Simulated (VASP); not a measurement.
A run of VASP 6.6.1 is set up as follows.

INCAR

```
SYSTEM = Tl
ALGO = Normal
EDIFF = 1E-6
EDIFFG = -0.01
ENCUT = 600
GGA = PS
IBRION = 2
ISIF = 3
ISMEAR = 0
LASPH = .TRUE.
LCHARG = .FALSE.
LREAL = .FALSE.
LWAVE = .FALSE.
NELM = 100
NSW = 100
PREC = Accurate
SIGMA = 0.1
```

File KPOINTS:

```
k-points
0
G
  21 21 18
  0 0 0
```

POSCAR

```
Tl
1.0
    3.3535284639      0.0000000000      0.0000000000
   -1.6767642320      2.9042408421      0.0000000000
    0.0000000000      0.0000000000      3.1334531585
Tl
1
Direct
    0.0000000000      0.0000000000      0.0000000000
```

Potentials or basis: VASP PAW PBE potentials, release 64 (Tl_d).

The run is started by

```sh
$ cat potpaw_PBE.64/Tl_d/POTCAR > POTCAR
$ mpirun -np 1 vasp_std > vasp.out
```

(1) Predict the relaxed volume.

(2) Estimate the space group after relaxing (to 0.05 Å).

(3) Estimate the relaxed cell.

Results:

(1) 29.78 Å³/atom.

(2) P6/mmm (No. 191).

(3) a = 3.307 Å, b = 3.307 Å, c = 3.145 Å, α = 90.00°, β = 90.00°, γ = 120.00°.

Caveat: the PAW data sets were made with another functional, which shifts forces and pressure a little.
